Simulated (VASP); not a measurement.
# Sr (I4/mmm) in VASP: further runs

Runs on Sr. Level: PBE. Tasks: single point.

All numbers are computed with VASP 6.6.1; they aren't measurements. Logs are shortened: lines on timing, memory, paths and dates and some standing lists are left out, and cuts for length are marked.

**1. The cell of the first run**

The structure is tetragonal, space group I4/mmm (No. 139). Conventional cell: a = 3.759 Å, b = 3.759 Å, c = 7.973 Å, α = 90.00°, β = 90.00°, γ = 90.00°. Within 4.9 Å of Sr (site symmetry 4/mmm) lie 12 Sr at 3.76 to 4.79 Å.

**2. Single point, PBE**

File INCAR:

```
SYSTEM = Sr
  PREC = Accurate
  ENCUT = 520
  EDIFF = 1E-6
  ISMEAR = 0
  SIGMA = 0.15
  LREAL = .False.
  LASPH = .True.
  NELM = 60
  ALGO = Fast
  ISIF = 2
  LWAVE = .False.
  LCHARG = .True.
  GGA = PE
  LELF = .True.
  LVHAR = .True.
  NBANDS = 11
```

File KPOINTS:

```
Automatic mesh
0
Gamma
  16 16 16
  0 0 0
```

File POSCAR:

```
Sr
1.0
    0.0000000000      2.6577375269      3.9866062903
    2.6577375269      0.0000000000      3.9866062903
    2.6577375269      2.6577375269      0.0000000000
Sr
1
Direct
    0.0000000000      0.0000000000      0.0000000000
```

Potentials or basis: VASP PAW PBE potentials, release 64 (Sr_sv).

Started as:

```sh
$ cat potpaw_PBE.64/Sr_sv/POTCAR > POTCAR
$ mpirun -np 1 vasp_std > vasp.out
```

OUTCAR:

```text
SYSTEM = Sr
   PREC = Accurate
   ENCUT = 520
   EDIFF = 1E-6
   ISMEAR = 0
   LREAL = .False.
   LASPH = .True.
   NELM = 60
   ISIF = 2
   GGA = PE

 ion  position               nearest neighbor table
   1  0.000  0.000  0.000-

  LATTYP: Found a body centered tetragonal cell.
 ALAT       =     3.7586084558
 C/A-ratio  =     2.1213203435

  Lattice vectors:

 A1 = (  -2.6577375269,   0.0000000000,   3.9866062903)
 A2 = (   2.6577375269,   0.0000000000,   3.9866062903)
 A3 = (   0.0000000000,   2.6577375269,  -3.9866062903)

Analysis of symmetry for initial positions (statically):
=====================================================================
 Subroutine PRICEL returns:
 Original cell was already a primitive cell.

 Routine SETGRP: Setting up the symmetry group for a
 body centered tetragonal supercell.

 Subroutine GETGRP returns: Found 16 space group operations
 (whereof 16 operations were pure point group operations)
 out of a pool of 16 trial point group operations.

The static configuration has the point symmetry D_4h.

Analysis of symmetry for dynamics (positions and initial velocities):
=====================================================================
 Subroutine PRICEL returns:
 Original cell was already a primitive cell.

 Routine SETGRP: Setting up the symmetry group for a
 body centered tetragonal supercell.

 Subroutine GETGRP returns: Found 16 space group operations
 (whereof 16 operations were pure point group operations)
 out of a pool of 16 trial point group operations.

The dynamic configuration has the point symmetry D_4h.

 Subroutine INISYM returns: Found 16 space group operations
 (whereof 16 operations are pure point group operations),
 and found     1 'primitive' translations

----------------------------------------------------------------------------------------

                                     Primitive cell

  volume of cell :      56.3193

  direct lattice vectors                    reciprocal lattice vectors
     0.000000000  2.657737527  3.986606290    -0.188129939  0.188129939  0.125419960
     2.657737527  0.000000000  3.986606290     0.188129939 -0.188129939  0.125419960
     2.657737527  2.657737527  0.000000000     0.188129939  0.188129939 -0.125419960

  length of vectors
     4.791304465  4.791304465  3.758608456     0.294135878  0.294135878  0.294135878

  position of ions in fractional coordinates (direct lattice)
     0.000000000  0.000000000  0.000000000

  ion indices of the primitive-cell ions
   primitive index   ion index
                 1           1
[... 80 lines left out ...]
   POTIM  = 0.5000    time-step for ionic-motion
   TEBEG  =    0.0;   TEEND  =   0.0 temperature during run
   PSTRESS=    0.0 pullay stress
   NELECT =      10.0000    total number of electrons
   NUPDOWN=      -1.0000    fix difference up-down
   EMIN   =  10.00;   EMAX   =-10.00  energy-range for DOS
   EFERMI =   0.00;   METHOD = LEGACY
   ISMEAR =     0;   SIGMA  =   0.15  broadening in eV -4-tet -1-fermi 0-gaus
   EFERMI_NEDOS =   21; number of points for ismear=-14 and -15
   IALGO  =     68    algorithm
   IMIX   =      4    mixing-type and parameters
     AMIX     =   0.40;   BMIX     =  1.00
     AMIX_MAG =   1.60;   BMIX_MAG =  1.00
  volume/ion in A,a.u.               =      56.32       380.06
  Fermi-wavevector in a.u.,A,eV,Ry     =   0.920144  1.738819 11.519569  0.846664
  Thomas-Fermi vector in A             =   2.045416
   LORBIT       =      0    0 simple, 1 ext, 2 COOP (PROOUT), +10 PAW based schemes
   GGA     = PE    functional components
   LHFCALC =     F    Hartree Fock is set to
   AEXX    =    0.0000 exact exchange contribution
   IVDW    =     0    specifies the selected vdW correction
   LEPSILON=     F    determine dielectric tensor
   LRPA    =     F    only Hartree local field effects (RPA)
 non-spin polarized calculation
 RMM-DIIS sequential band-by-band and
 Gauss-broadening in eV      SIGMA  =   0.15
  energy-cutoff  :      520.00
  volume of cell :       56.32
 maximum number of plane-waves:      1534
   NGX = 17   NGY = 17   NGZ = 13

 number of electron      10.0000000 magnetization

 Free energy of the ion-electron system (eV)
  ---------------------------------------------------
  ext. energy  EPLUGINS =         0.00000000
  ---------------------------------------------------
  free energy    TOTEN  =        -1.42080759 eV

  energy without entropy =       -1.40834977  energy(sigma->0) =       -1.41457868

 E-fermi :   1.3600     XC(G=0):  -7.2596

 val. band max:        1.3575117333   @ k =  -0.2500   0.3750   0.1250
 cond. band min:       1.3608812155   @ k =  -0.3125   0.4375   0.1875
 fundamental gap:      0.0033694822
 Fermi energy:         1.3599803177

 k-point     1 :       0.0000    0.0000    0.0000
  band No.  band energies     occupation
      1     -35.3049      2.00000
      2     -17.2269      2.00000
      3     -17.1291      2.00000
      4     -17.1291      2.00000
      5      -2.0718      2.00000
      6       2.5932      0.00000
      7       2.9369      0.00000
      8       5.0103      0.00000
      9       5.0103      0.00000
     10       6.6368      0.00000
     11       7.6623      0.00000
[... 309 lines left out ...]
 k-point    24 :      -0.0625    0.0625    0.0000
  band No.  band energies     occupation
      1     -35.3012      2.00000
      2     -17.2241      2.00000
      3     -17.1817      2.00000
      4     -17.1250      2.00000
      5      -1.8528      2.00000
      6       2.7179      0.00000
      7       3.1252      0.00000
      8       4.3284      0.00000
      9       5.0933      0.00000
     10       6.2520      0.00000
     11       8.1156      0.00000

 [... further k-points ...]

------------------------ aborting loop because EDIFF is reached ----------------------------------------

  FORCE on cell =-STRESS in cart. coord.  units (eV):
  Direction    XX          YY          ZZ          XY          YZ          ZX
  --------------------------------------------------------------------------------------
  -------------------------------------------------------------------------------------
  Total        0.6680762      0.6680762     -1.3390257      0.0000000     -0.0000000      0.0000000
  in kB       19.0054905     19.0054905    -38.0927193      0.0000000     -0.0000000      0.0000000
  external PRESSURE =      -0.0272461 kB  Pullay stress =       0.0000000 kB

 VOLUME and BASIS-vectors are now :
 -----------------------------------------------------------------------------
  energy-cutoff  :      520.00
  volume of cell :       56.32
      direct lattice vectors                 reciprocal lattice vectors
     0.000000000  2.657737527  3.986606290    -0.188129939  0.188129939  0.125419960
     2.657737527  0.000000000  3.986606290     0.188129939 -0.188129939  0.125419960
     2.657737527  2.657737527  0.000000000     0.188129939  0.188129939 -0.125419960

 POSITION                                       TOTAL-FORCE (eV/Angst)
 -----------------------------------------------------------------------------------
      0.00000      0.00000      0.00000         0.000000     -0.000000      0.000000
 -----------------------------------------------------------------------------------
    total drift:                               -0.000000     -0.000000      0.000000

  FREE ENERGIE OF THE ION-ELECTRON SYSTEM (eV)
  ---------------------------------------------------
  free  energy   TOTEN  =        -1.4208075887 eV

  energy  without entropy=       -1.4083497671  energy(sigma->0) =       -1.41457868
```

OSZICAR:

```text
N       E                     dE             d eps       ncg     rms          rms(c)
DAV:   1     0.370503713358E+02    0.37050E+02   -0.47269E+03  7678   0.780E+02
DAV:   2     0.355661443641E+00   -0.36695E+02   -0.36048E+02  8970   0.152E+02
DAV:   3    -0.133567291549E+01   -0.16913E+01   -0.16748E+01 11191   0.245E+01
DAV:   4    -0.141596135554E+01   -0.80288E-01   -0.80072E-01  9848   0.481E+00
DAV:   5    -0.141787029066E+01   -0.19089E-02   -0.19087E-02 10913   0.605E-01    0.111E+01
RMM:   6    -0.141912864679E+01   -0.12584E-02   -0.67957E-03  8052   0.936E-01    0.633E+00
RMM:   7    -0.142044404121E+01   -0.13154E-02   -0.14898E-02  9761   0.142E+00    0.284E-01
RMM:   8    -0.142069569566E+01   -0.25165E-03   -0.31973E-03 10712   0.376E-01    0.689E-02
RMM:   9    -0.142077907953E+01   -0.83384E-04   -0.54752E-04 12476   0.110E-01    0.534E-02
RMM:  10    -0.142080367791E+01   -0.24598E-04   -0.10243E-04 12073   0.557E-02    0.582E-02
RMM:  11    -0.142080671842E+01   -0.30405E-05   -0.44152E-05 12345   0.310E-02    0.460E-03
RMM:  12    -0.142080758871E+01   -0.87029E-06   -0.99325E-06 11008   0.127E-02
   1 F= -.14208076E+01 E0= -.14145787E+01  d E =-.124578E-01
```

It took 2.8 min on 1 thread of Intel Xeon Platinum 8488C (Sapphire Rapids), shared host; peak memory 0.34 GiB.

What came out:

* Free energy: -1.4208 eV
* Pressure: 0.0 GPa
* Band gap on the k mesh: zero (band 5 reaches 1.54 eV, above the bottom of band 6 at 0.98 eV)

Stress tensor (GPa, compression positive):
```
 1.90  0.00  0.00
 0.00  1.90  0.00
 0.00  0.00 -3.81
```

Levels at points of the mesh, in eV from the Fermi level:
| k point | band 3 | band 4 | band 5 | band 6 | band 7 | band 8 |
| --- | --- | --- | --- | --- | --- | --- |
| (0.00, 0.00, 0.00) | -18.49 | -18.49 | -3.43 | 1.23 | 1.58 | 3.65 |
| (0.50, 0.00, 0.00) | -18.58 | -18.46 | -0.74 | 0.41 | 1.14 | 3.37 |
| (0.50, 0.50, 0.00) | -18.50 | -18.50 | -1.54 | -0.38 | 0.80 | 4.60 |
| (0.50, 0.00, 0.50) | -18.78 | -18.55 | -0.37 | 0.78 | 2.57 | 3.32 |

**3. Single point, PBE**

This run uses another cell than the first one, of the same volume but with other edges.

File INCAR:

```
SYSTEM = Sr
PREC = Accurate ; ENCUT = 520
EDIFF = 1E-6 ; ISMEAR = 0
SIGMA = 0.15 ; LREAL = .False.
LASPH = .True. ; NELM = 80
ALGO = Fast ; ISIF = 2
LWAVE = .False. ; LCHARG = .False.
GGA = PE ; NBANDS = 11
```

KPOINTS is that of step 2.

File POSCAR:

```
Sr
1.0
    0.0000000000      3.0840312069      2.9606699586
    3.0840312069      0.0000000000      2.9606699586
    3.0840312069      3.0840312069      0.0000000000
Sr
1
Direct
    0.0000000000      0.0000000000      0.0000000000
```

Potentials or basis: VASP PAW PBE potentials, release 64 (Sr_sv).

Started as:

```sh
$ cat potpaw_PBE.64/Sr_sv/POTCAR > POTCAR
$ mpirun -np 1 vasp_std > vasp.out
```

Run time: 1.8 min. Hardware: 1 thread of Intel Xeon Platinum 8488C (Sapphire Rapids), shared host; peak memory 0.34 GiB.

The run converged. Its results:

| Quantity | Value |
| --- | --- |
| Free energy | -1.6432 eV |
| Pressure | -0.3 GPa |
| Band gap on the k mesh | zero (band 5 reaches 1.61 eV, above the bottom of band 6 at 1.50 eV) |

Stress tensor (GPa, compression positive):
```
-0.34  0.00  0.00
 0.00 -0.34  0.00
 0.00  0.00 -0.19
```

Levels at points of the mesh, in eV from the Fermi level:
```csv
k point,band 2,band 3,band 4,band 5,band 6,band 7,band 8,band 9
"(0.00, 0.00, 0.00)",-18.56,-18.56,-18.55,-3.60,2.26,2.26,2.46,3.58
"(0.50, 0.00, 0.00)",-18.74,-18.59,-18.57,-1.10,0.04,2.03,2.30,4.68
"(0.50, 0.50, 0.00)",-18.72,-18.63,-18.63,-0.54,0.31,1.24,4.76,4.99
"(0.50, 0.00, 0.50)",-18.72,-18.62,-18.61,-0.65,0.41,0.90,4.73,4.95
```
